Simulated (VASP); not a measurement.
A run of VASP 6.6.1 is set up as follows.

INCAR

```
SYSTEM = AlNi3
ALGO = Normal
EDIFF = 1E-6
ENCUT = 590
GGA = PS
GGA_COMPAT = .FALSE.
ISIF = 2
ISMEAR = -1
ISPIN = 2
LASPH = .TRUE.
LCHARG = .FALSE.
LMAXMIX = 4
LORBIT = 11
LREAL = .FALSE.
LWAVE = .FALSE.
MAGMOM = 1 1 1 0
NBANDS = 40
NELM = 200
NUPDOWN = 3.0
PREC = Accurate
SIGMA = 0.05
```

Contents of KPOINTS:

```
k-points
0
G
  6 6 6
  0 0 0
```

POSCAR

```
AlNi3
1.0
    3.5230547267      0.0000000000      0.0000000000
    0.0000000000      3.5230547267      0.0000000000
    0.0000000000      0.0000000000      3.5230547267
Ni Al
3 1
Direct
    0.5000000000      0.5000000000      0.0000000000
    0.5000000000      0.0000000000      0.5000000000
    0.0000000000      0.5000000000      0.5000000000
    0.0000000000      0.0000000000      0.0000000000
```

Potentials or basis: VASP PAW PBE potentials, release 64 (Ni_sv_GW, Al).

Run with:

```sh
$ cat potpaw_PBE.64/Ni_sv_GW/POTCAR potpaw_PBE.64/Al/POTCAR > POTCAR
$ mpirun -np 1 vasp_std > vasp.out
```

Q: What does it give for the pressure?

A: 3.5 GPa.

Caveat: the PAW data sets were made with another functional, which shifts forces and pressure a little; the total moment is fixed, so each spin has its own Fermi level.
